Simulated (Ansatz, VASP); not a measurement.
## BaZrS3: VASP beside Ansatz

```
CELL_PARAMETERS angstrom
7.07474 0.00000 0.00000
0.00000 9.90949 0.00000
0.00000 0.00000 6.92226
ATOMIC_POSITIONS crystal
Ba 0.05434 0.25000 0.01228
Ba 0.44566 0.75000 0.51228
Ba 0.55434 0.25000 0.48772
Ba 0.94566 0.75000 0.98772
Zr 0.00000 0.00000 0.50000
Zr 0.50000 0.00000 0.00000
Zr 0.50000 0.50000 0.00000
Zr 0.00000 0.50000 0.50000
S 0.99426 0.25000 0.56545
S 0.50574 0.75000 0.06545
S 0.49426 0.25000 0.93455
S 0.00574 0.75000 0.43455
S 0.20802 0.96560 0.79248
S 0.29198 0.03440 0.29248
S 0.70802 0.53440 0.70752
S 0.79198 0.46560 0.20752
S 0.79198 0.03440 0.20752
S 0.70802 0.96560 0.70752
S 0.29198 0.46560 0.29248
S 0.20802 0.53440 0.79248
```

Alike in both runs: functional PBEsol; k mesh 4 × 4 × 4; no spin polarisation.

Ansatz relaxed the structure, and its values are those at the end. VASP's run is a single point on that final structure, the one shown.

|  | VASP | Ansatz |
| --- | --- | --- |
| version | VASP 6.6.1 | Ansatz 0.2.0 |
| potentials or method | VASP PAW PBE potentials, release 64 (Ba_sv, Zr_sv, S) | scalar-relativistic, plane waves, PAW |
| plane-wave cutoff (eV) | 500 | 420 |
| occupations | gaussian, width 0.01 eV | fixed |
| valence electrons in the cell | 160 | 160 |

Ansatz gave:

* gap on the k mesh at the Fermi level (eV): 0.92
* least direct gap on the mesh (eV): 0.92
* pressure (GPa): 0.0
* rms of the force components (eV/Å): 0.000

Task: Which values does VASP return?

Result: gap on the k mesh at the Fermi level (eV): 0.92; least direct gap on the mesh (eV): 0.92; pressure (GPa): 0.5; rms of the force components (eV/Å): 0.017.

VASP's potentials were made for PBE, not for PBEsol.

Neither program's run includes spin-orbit coupling.
